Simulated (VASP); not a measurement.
Here is a VASP 6.6.1 calculation.

POSCAR

```
NaCl
1.0
    0.0000000000      2.7842339312      2.8027319622
    2.8027319622      0.0000000000      2.8027319622
    2.8027319622      2.7842339312      0.0000000000
Na Cl
1 1
Direct
    0.0000000000      0.0000000000      0.0000000000
    0.5000000000      0.5000000000      0.5000000000
```

Contents of INCAR.step1:

```
SYSTEM = NaCl
  ALGO = Normal
  EDIFF = 1E-4
  ENCUT = 520
  GGA = PE
  ISMEAR = 0
  LASPH = .TRUE.
  LCHARG = .FALSE.
  LREAL = .FALSE.
  LWAVE = .TRUE.
  NBANDS = 14
  NELM = 100
  PREC = Accurate
  SIGMA = 0.01
```

INCAR.step2

```
SYSTEM = NaCl
  ALGO = Normal
  EDIFF = 1E-6
  ENCUT = 520
  ISIF = 2
  ISMEAR = 0
  ISTART = 1
  LASPH = .TRUE.
  LCHARG = .FALSE.
  LMIXTAU = .TRUE.
  LREAL = .FALSE.
  LWAVE = .FALSE.
  METAGGA = R2SCAN
  NBANDS = 14
  NELM = 100
  PREC = Accurate
  SIGMA = 0.01
```

File KPOINTS:

```
k-points
0
G
  8 8 8
  0 0 0
```

Potentials or basis: VASP PAW PBE potentials, release 64 (Na_pv, Cl).

Command:

```sh
$ cat potpaw_PBE.64/Na_pv/POTCAR potpaw_PBE.64/Cl/POTCAR > POTCAR
$ cp INCAR.step1 INCAR
$ mpirun -np 1 vasp_std > vasp.out
$ cp INCAR.step2 INCAR
$ mpirun -np 1 vasp_std > vasp.out
```

(1) Predict the pressure.

(2) Estimate the band gap on the k mesh.

Results:

(1) 0.0 GPa.

(2) 6.02 eV.

Caveat: the cell differs from its parent crystal (uniaxial y strain -0.7%); the PAW data sets were made with another functional, which shifts forces and pressure a little.
